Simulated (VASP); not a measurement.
# ZrSi7 (P-43m) in VASP: further runs

The runs below take ZrSi7 through single point, relaxation of cell and atoms, with PBEsol.

All numbers are computed with VASP 6.6.1; they aren't measurements. Logs are shortened: lines on timing, memory, paths and dates and some standing lists are left out, and cuts for length are marked.

**1. The cell of the first run**

Symmetry: P-43m, No. 215, cubic system. The conventional cell has a = 5.601 Å, b = 5.601 Å, c = 5.601 Å, α = 90.00°, β = 90.00°, γ = 90.00°. Zr (site symmetry -43m) has 4 Si at 2.58 Å within 3.4 Å. Si (site symmetry 3m) has 3 Si at 2.38 Å and 1 Zr at 2.58 Å within 3.1 Å. Within 3.1 Å of Si (site symmetry -42m) lie 4 Si at 2.38 Å.

**2. Single point, PBEsol**

Input file INCAR:

```
PREC     = Accurate       # precision mode
ENCUT    = 520            # plane-wave cutoff, eV
EDIFF    = 1E-7           # SCF threshold, eV
ISMEAR   = 0              # smearing method
SIGMA    = 0.1            # smearing width, eV
LREAL    = F              # projectors in reciprocal space
LASPH    = T              # aspherical terms in the spheres
NELM     = 60             # most SCF steps
ALGO     = Normal         # electronic algorithm
ISIF     = 2              # what is computed and relaxed
LWAVE    = F              # write WAVECAR
LCHARG   = F              # write CHGCAR
GGA      = PS             # functional
NBANDS   = 30             # bands
```

Input file KPOINTS:

```
regular mesh
0
Gamma
  6 6 6
```

Input file POSCAR:

```
ZrSi7
1.0
    5.6007267216      0.0000000000      0.0000000000
    0.0000000000      5.6007267216      0.0000000000
    0.0000000000      0.0000000000      5.6007267216
Zr Si
1 7
Direct
    0.0000000000      0.0000000000      0.0000000000
    0.2662141091      0.2662141091      0.2662141091
    0.0000000000      0.5000000000      0.5000000000
    0.5000000000      0.5000000000      0.0000000000
    0.5000000000      0.0000000000      0.5000000000
    0.7337858909      0.2662141091      0.7337858909
    0.7337858909      0.7337858909      0.2662141091
    0.2662141091      0.7337858909      0.7337858909
```

Potentials or basis: VASP PAW PBE potentials, release 64 (Zr_sv, Si).

The run is started by

```bash
cat potpaw_PBE.64/Zr_sv/POTCAR potpaw_PBE.64/Si/POTCAR > POTCAR
mpirun -np 1 vasp_std > vasp.out
```

OUTCAR:

```text
PREC = Accurate
   ENCUT = 520
   EDIFF = 1E-7
   ISMEAR = 0
   LREAL = F
   LASPH = T
   NELM = 60
   ISIF = 2
   GGA = PS

 ion  position               nearest neighbor table
   1  0.000  0.000  0.000-   2 2.58   6 2.58   7 2.58   8 2.58
   2  0.266  0.266  0.266-   3 2.38   4 2.38   5 2.38   1 2.58
   3  0.000  0.500  0.500-   2 2.38   6 2.38   7 2.38   8 2.38
   4  0.500  0.500  0.000-   2 2.38   6 2.38   7 2.38   8 2.38
   5  0.500  0.000  0.500-   2 2.38   6 2.38   7 2.38   8 2.38
   6  0.734  0.266  0.734-   3 2.38   4 2.38   5 2.38   1 2.58
   7  0.734  0.734  0.266-   3 2.38   4 2.38   5 2.38   1 2.58
   8  0.266  0.734  0.734-   3 2.38   4 2.38   5 2.38   1 2.58

  LATTYP: Found a simple cubic cell.
 ALAT       =     5.6007267216

  Lattice vectors:

 A1 = (   5.6007267216,   0.0000000000,   0.0000000000)
 A2 = (   0.0000000000,   5.6007267216,   0.0000000000)
 A3 = (   0.0000000000,   0.0000000000,   5.6007267216)

Analysis of symmetry for initial positions (statically):
=====================================================================
 Subroutine PRICEL returns:
 Original cell was already a primitive cell.

 Routine SETGRP: Setting up the symmetry group for a
 simple cubic supercell.

 Subroutine GETGRP returns: Found 24 space group operations
 (whereof 24 operations were pure point group operations)
 out of a pool of 48 trial point group operations.

The static configuration has the point symmetry T_d .

Analysis of symmetry for dynamics (positions and initial velocities):
=====================================================================
 Subroutine PRICEL returns:
 Original cell was already a primitive cell.

 Routine SETGRP: Setting up the symmetry group for a
 simple cubic supercell.

 Subroutine GETGRP returns: Found 24 space group operations
 (whereof 24 operations were pure point group operations)
 out of a pool of 48 trial point group operations.

The dynamic configuration has the point symmetry T_d .

 Subroutine INISYM returns: Found 24 space group operations
 (whereof 24 operations are pure point group operations),
 and found     1 'primitive' translations

----------------------------------------------------------------------------------------

                                     Primitive cell

  volume of cell :     175.6844

  direct lattice vectors                    reciprocal lattice vectors
[... 100 lines left out ...]
   ISIF   =      2    stress and relaxation
   ISYM   =      2    0-nonsym 1-usesym 2-fastsym
   POTIM  = 0.5000    time-step for ionic-motion
   TEBEG  =    0.0;   TEEND  =   0.0 temperature during run
   PSTRESS=    0.0 pullay stress
   NELECT =      40.0000    total number of electrons
   NUPDOWN=      -1.0000    fix difference up-down
   EMIN   =  10.00;   EMAX   =-10.00  energy-range for DOS
   EFERMI =   0.00;   METHOD = LEGACY
   ISMEAR =     0;   SIGMA  =   0.10  broadening in eV -4-tet -1-fermi 0-gaus
   EFERMI_NEDOS =   21; number of points for ismear=-14 and -15
   IALGO  =     38    algorithm
   IMIX   =      4    mixing-type and parameters
     AMIX     =   0.40;   BMIX     =  1.00
     AMIX_MAG =   1.60;   BMIX_MAG =  1.00
  volume/ion in A,a.u.               =      21.96       148.20
  Fermi-wavevector in a.u.,A,eV,Ry     =   0.999656  1.889075 13.596459  0.999312
  Thomas-Fermi vector in A             =   2.131960
   LORBIT       =      0    0 simple, 1 ext, 2 COOP (PROOUT), +10 PAW based schemes
   GGA     = PS    functional components
   LHFCALC =     F    Hartree Fock is set to
   AEXX    =    0.0000 exact exchange contribution
   IVDW    =     0    specifies the selected vdW correction
   LEPSILON=     F    determine dielectric tensor
   LRPA    =     F    only Hartree local field effects (RPA)
 non-spin polarized calculation
 Gauss-broadening in eV      SIGMA  =   0.10
  energy-cutoff  :      520.00
  volume of cell :      175.68
 maximum number of plane-waves:      4757
 NGX is ok and might be reduce to    42
   NGX = 21   NGY = 21   NGZ = 21

 number of electron      40.0000000 magnetization

 Free energy of the ion-electron system (eV)
  ---------------------------------------------------
  ext. energy  EPLUGINS =         0.00000000
  ---------------------------------------------------
  free energy    TOTEN  =       -46.82847655 eV

  energy without entropy =      -46.82014666  energy(sigma->0) =      -46.82431161

 E-fermi :   5.3421     XC(G=0):  -9.4718

 val. band max:        5.2942680951   @ k =   0.5000   0.0000   0.0000
 cond. band min:       5.6054502921   @ k =   0.1667   0.1667   0.0000
 fundamental gap:      0.3111821971
 Fermi energy:         5.3421122404

 k-point     1 :       0.0000    0.0000    0.0000
  band No.  band energies     occupation
      1     -43.0873      2.00000
      2     -21.2099      2.00000
      3     -21.2099      2.00000
      4     -21.2099      2.00000
      5      -5.8442      2.00000
      6      -2.4281      2.00000
[... 649 lines left out ...]
     29       9.6473      0.00000
     30       9.6473      0.00000

------------------------ aborting loop because EDIFF is reached ----------------------------------------

  FORCE on cell =-STRESS in cart. coord.  units (eV):
  Direction    XX          YY          ZZ          XY          YZ          ZX
  --------------------------------------------------------------------------------------
  -------------------------------------------------------------------------------------
  Total        0.0953057      0.0953057      0.0953057     -0.0000000      0.0000000     -0.0000000
  in kB        0.8691535      0.8691535      0.8691535     -0.0000000      0.0000000     -0.0000000
  external PRESSURE =       0.8691535 kB  Pullay stress =       0.0000000 kB

 VOLUME and BASIS-vectors are now :
 -----------------------------------------------------------------------------
  energy-cutoff  :      520.00
  volume of cell :      175.68
      direct lattice vectors                 reciprocal lattice vectors
     5.600726722  0.000000000  0.000000000     0.178548258  0.000000000  0.000000000
     0.000000000  5.600726722  0.000000000     0.000000000  0.178548258  0.000000000
     0.000000000  0.000000000  5.600726722     0.000000000  0.000000000  0.178548258

 POSITION                                       TOTAL-FORCE (eV/Angst)
 -----------------------------------------------------------------------------------
      0.00000      0.00000      0.00000         0.000000      0.000000     -0.000000
      1.49099      1.49099      1.49099         0.003633      0.003633      0.003633
      0.00000      2.80036      2.80036         0.000000      0.000000     -0.000000
      2.80036      2.80036      0.00000         0.000000      0.000000     -0.000000
      2.80036      0.00000      2.80036         0.000000      0.000000     -0.000000
      4.10973      1.49099      4.10973        -0.003633      0.003633     -0.003633
      4.10973      4.10973      1.49099        -0.003633     -0.003633      0.003633
      1.49099      4.10973      4.10973         0.003633     -0.003633     -0.003633
 -----------------------------------------------------------------------------------
    total drift:                                0.000000      0.000000      0.000000

  FREE ENERGIE OF THE ION-ELECTRON SYSTEM (eV)
  ---------------------------------------------------
  free  energy   TOTEN  =       -46.8284765527 eV

  energy  without entropy=      -46.8201466586  energy(sigma->0) =      -46.82431161
```

stdout:

```text
POSCAR found type information on POSCAR ZrSi
 POSCAR found :  2 types and       8 ions
 scaLAPACK will be used
 -----------------------------------------------------------------------------
|                                                                             |
|                                                                             |
|     You enforced a specific xc type in the INCAR file but a different       |
|     I HOPE YOU KNOW WHAT YOU ARE DOING!                                     |
|                                                                             |
 -----------------------------------------------------------------------------

 LDA part: xc-table for (Slater+PW92), standard interpolation
 POSCAR, INCAR and KPOINTS ok, starting setup
 FFT: planning ... GRIDC
 FFT: planning ... GRID_SOFT
 FFT: planning ... GRID
 WAVECAR not read
 entering main loop
```

It took 80 s on 1 thread of Intel Xeon Platinum 8259CL at 2.50GHz (Skylake/Cascade Lake), shared host; peak memory 0.3 GiB.

Results:

- Free energy: -46.8285 eV
- Pressure: 0.1 GPa
- Largest force: 0.006 eV/Å
- Band gap on the k mesh: zero (bands 20 and 21 overlap by 0.17 eV)

Forces in eV/Å, atoms in the order of the input:
```
Zr   0.000  0.000  0.000
Si   0.004  0.004  0.004
Si   0.000  0.000  0.000
Si   0.000  0.000  0.000
Si   0.000  0.000  0.000
Si  -0.004  0.004 -0.004
Si  -0.004 -0.004  0.004
Si   0.004 -0.004 -0.004
```

Levels at points of the mesh, in eV from the Fermi level:
| k point | band 18 | band 19 | band 20 | band 21 | band 22 | band 23 |
| --- | --- | --- | --- | --- | --- | --- |
| (0.00, 0.00, 0.00) | -0.73 | -0.73 | -0.73 | -0.22 | -0.22 | 0.89 |
| (0.50, 0.00, 0.00) | -1.05 | -0.05 | -0.05 | 0.96 | 1.12 | 1.49 |
| (0.50, 0.50, 0.00) | -1.39 | -0.07 | -0.07 | 1.27 | 1.42 | 1.85 |
| (0.50, 0.50, 0.50) | -0.72 | -0.72 | -0.72 | 0.95 | 0.95 | 1.27 |

Caveat: the PAW data sets were made with another functional, which shifts forces and pressure a little.

**3. Relaxation of cell and atoms, PBEsol**

This run uses another cell than the first one, of 23.56 Å³/atom.

Input file INCAR:

```
  ALGO = Normal
  EDIFF = 1E-7
  EDIFFG = -0.05
  ENCUT = 600
  GGA = PS
  IBRION = 2
  ISIF = 3
  ISMEAR = 0
  LASPH = T
  LCHARG = F
  LREAL = F
  LWAVE = F
  NELM = 100
  NSW = 100
  PREC = Accurate
  SIGMA = 0.1
```

Input file KPOINTS:

```
k-points
0
Gamma
  4 4 4
```

Input file POSCAR:

```
ZrSi7
1.0
    5.7334857981      0.0000000000      0.0000000000
    0.0000000000      5.7334857981      0.0000000000
    0.0000000000      0.0000000000      5.7334857981
Zr Si
1 7
Direct
    0.0000000000      0.0000000000      0.0000000000
    0.2526152100      0.2526152100      0.2526152100
    0.0000000000      0.5000000000      0.5000000000
    0.5000000000      0.5000000000      0.0000000000
    0.5000000000      0.0000000000      0.5000000000
    0.7473847900      0.2526152100      0.7473847900
    0.7473847900      0.7473847900      0.2526152100
    0.2526152100      0.7473847900      0.7473847900
```

Potentials or basis: VASP PAW PBE potentials, release 64 (Zr_sv, Si).

The run is started by

```bash
cat potpaw_PBE.64/Zr_sv/POTCAR potpaw_PBE.64/Si/POTCAR > POTCAR
mpirun -np 1 vasp_std > vasp.out
```

Run time: 3.6 min. Hardware: 1 thread of Intel Xeon Platinum 8259CL at 2.50GHz (Skylake/Cascade Lake), shared host; peak memory 0.36 GiB.

Results (log left out):

```
Free energy                           : -46.8226 eV
Relaxed volume                        : 21.97 Å³/atom
Relaxed cell                          : a = 5.602 Å, b = 5.602 Å, c = 5.602 Å, α = 90.00°, β = 90.00°, γ = 90.00°
Space group after relaxing (to 0.1 Å) : P-43m (No. 215)
Energy gained by relaxing             : 78.5 meV/atom
Ionic steps                           : 5
Pressure after relaxing               : 0.0 GPa
Band gap on the k mesh                : zero (bands 20 and 21 overlap by 0.17 eV)
```

Step by step:
```
step  energy change (eV)  largest force (eV/Å)  pressure (GPa)  volume (Å³)
   1              0.0000                1.8679           -3.00       188.48
   2             -0.5691                0.6765            0.16       176.68
   3             -0.6061                0.2715            1.55       172.82
   4             -0.6208                0.1489           -0.83       177.48
   5             -0.6277                0.0017            0.00       175.77
```

Final structure:
```xyz
8
Lattice="5.6017 0.0000 0.0000 0.0000 5.6017 0.0000 0.0000 0.0000 5.6017" Properties=species:S:1:pos:R:3 pbc="T T T"
Zr    0.0000    0.0000    0.0000
Si    1.4915    1.4915    1.4915
Si    0.0000    2.8008    2.8008
Si    2.8008    2.8008    0.0000
Si    2.8008    0.0000    2.8008
Si    4.1102    1.4915    4.1102
Si    4.1102    4.1102    1.4915
Si    1.4915    4.1102    4.1102
```

Levels at points of the mesh, in eV from the Fermi level:
| k point | band 18 | band 19 | band 20 | band 21 | band 22 | band 23 |
| --- | --- | --- | --- | --- | --- | --- |
| (0.00, 0.00, 0.00) | -0.74 | -0.74 | -0.74 | -0.22 | -0.22 | 0.88 |
| (0.50, 0.00, 0.00) | -1.06 | -0.06 | -0.06 | 0.96 | 1.11 | 1.48 |
| (0.50, 0.50, 0.00) | -1.39 | -0.08 | -0.08 | 1.26 | 1.42 | 1.85 |
| (0.50, 0.50, 0.50) | -0.73 | -0.73 | -0.73 | 0.95 | 0.95 | 1.26 |

Caveat: the PAW data sets were made with another functional, which shifts forces and pressure a little.
